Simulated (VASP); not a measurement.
Here is a VASP 6.6.1 calculation.

INCAR

```
SYSTEM = LiSi2C2
  PREC = Accurate
  ENCUT = 600
  EDIFF = 1E-6
  ISMEAR = 0
  SIGMA = 0.1
  LREAL = .FALSE.
  LASPH = .TRUE.
  NELM = 60
  ALGO = Normal
  ISIF = 3
  LWAVE = .FALSE.
  LCHARG = .FALSE.
  GGA = PE
  IBRION = 2
  NSW = 90
  EDIFFG = -0.04
```

KPOINTS

```
Automatic mesh
0
G
  6 6 4
  0 0 0
```

POSCAR

```
LiSi2C2
1.0
    2.9203300000     -2.0546970600      0.0000000000
    2.9203300000      2.0546970600      0.0000000000
    0.0000000000      0.0000000000      4.1093941300
Li Si C
1 2 2
Direct
    0.8582508400      0.8582508400      0.5297740000
    0.5000000000      0.5000000000      0.2797740000
    0.5000000000      0.5000000000      0.7202260000
    0.1839420200      0.8160579800      0.0000000000
    0.8160579800      0.1839420200      0.0000000000
```

Potentials or basis: VASP PAW PBE potentials, release 64 (Li_sv, Si, C).

Command:

```sh
$ cat potpaw_PBE.64/Li_sv/POTCAR potpaw_PBE.64/Si/POTCAR potpaw_PBE.64/C/POTCAR > POTCAR
$ mpirun -np 1 vasp_std > vasp.out
```

Question: Predict the relaxed cell.

Answer: a = 4.550 Å, b = 4.550 Å, c = 4.668 Å, α = 100.36°, β = 100.36°, γ = 52.70°.

Question: Predict the space group after relaxing (to 0.05 Å).

Answer: Cm (No. 8).

Final structure:
```yaml
crystal:
  lattice:
    - [4.05888, -2.01940, -0.38698]
    - [4.05888, 2.01940, -0.38698]
    - [-0.49868, 0.00000, 4.64142]
  atoms:
    - { symbol: Li, position: [0.83489, 0.83489, 0.56902] }
    - { symbol: Si, position: [0.45258, 0.45258, 0.23716] }
    - { symbol: Si, position: [0.56466, 0.56466, 0.74739] }
    - { symbol: C, position: [0.17420, 0.83193, 0.98810] }
    - { symbol: C, position: [0.83193, 0.17420, 0.98810] }
```

Caveat: the k points lie up to 0.34 Å⁻¹ apart in the final cell.
